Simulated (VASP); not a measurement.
Wanted: the native input for a VASP 6.6.1 run.

```yaml
Task: single point
Functional: r2SCAN
Dispersion: rVV10
Potentials_or_basis: VASP PAW PBE potentials, release 64 (Ag)
Cutoff: 550 eV
k_mesh: 11 × 11 × 11
Occupations: gaussian, width 0.05 eV
Spin: non-collinear spin, zero start, spin-orbit coupling
Starting_moments: "[[0.0, 0.0, 0.0]] μB"
Dipole_correction: no
Further_INCAR_settings: ALGO = Normal; EDIFF = 1e-06; NBANDS = 22
```

The system is Ag.

```
Ag
1.0
     0.00000    1.95753    1.95753
     1.95753    0.00000    1.95753
     1.95753    1.95753    0.00000
Ag
1
Direct
  0.00000 0.00000 0.00000
```

The input as run:

POSCAR

```
Ag
1.0
    0.0000000000      1.9575345850      1.9575345850
    1.9575345850      0.0000000000      1.9575345850
    1.9575345850      1.9575345850      0.0000000000
Ag
1
Direct
    0.0000000000      0.0000000000      0.0000000000
```

INCAR.step1

```
PREC = Accurate ; ENCUT = 550
ISMEAR = 0 ; SIGMA = 0.05
LREAL = F ; LASPH = T
NELM = 200 ; MAGMOM = 0 0 0
LSORBIT = T ; GGA_COMPAT = F
LMAXMIX = 4 ; NBANDS = 22
GGA = PE ; ALGO = Normal
EDIFF = 1E-5 ; LWAVE = T
LCHARG = F
```

INCAR.step2

```
PREC = Accurate ; ENCUT = 550
EDIFF = 1E-6 ; ISMEAR = 0
SIGMA = 0.05 ; LREAL = F
LASPH = T ; NELM = 200
ALGO = Normal ; ISIF = 2
LWAVE = F ; LCHARG = T
MAGMOM = 0 0 0 ; LORBIT = 11
LSORBIT = T ; GGA_COMPAT = F
LORBMOM = T ; LMAXMIX = 4
METAGGA = R2SCAN ; LMIXTAU = T
LUSE_VDW = T ; IVDW_NL = 2
BPARAM = 11.95 ; CPARAM = 0.0093
LVHAR = T ; NBANDS = 22
ISTART = 1
```

KPOINTS

```
regular mesh
0
Gamma
  11 11 11
```

Potentials or basis: VASP PAW PBE potentials, release 64 (Ag).

Command:

```bash
$ cat potpaw_PBE.64/Ag/POTCAR > POTCAR
$ cp INCAR.step1 INCAR
$ mpirun -np 1 vasp_ncl > vasp.out
$ cp INCAR.step2 INCAR
$ mpirun -np 1 vasp_ncl > vasp.out
```

Results of the run:

```yaml
Pressure: 19.6 GPa
Net_moment: 0.00 μB per cell
Valence_electrons_inside_the_program's_atomic_spheres: Ag 10.07
```

Caveat: the cell stands under pressure; the PAW data sets were made with another functional, which shifts forces and pressure a little.

Run time: 3.9 min on 1 thread of AMD EPYC 7R13 Processor (Zen 3), with other jobs on the host, peak memory 0.28 GiB.
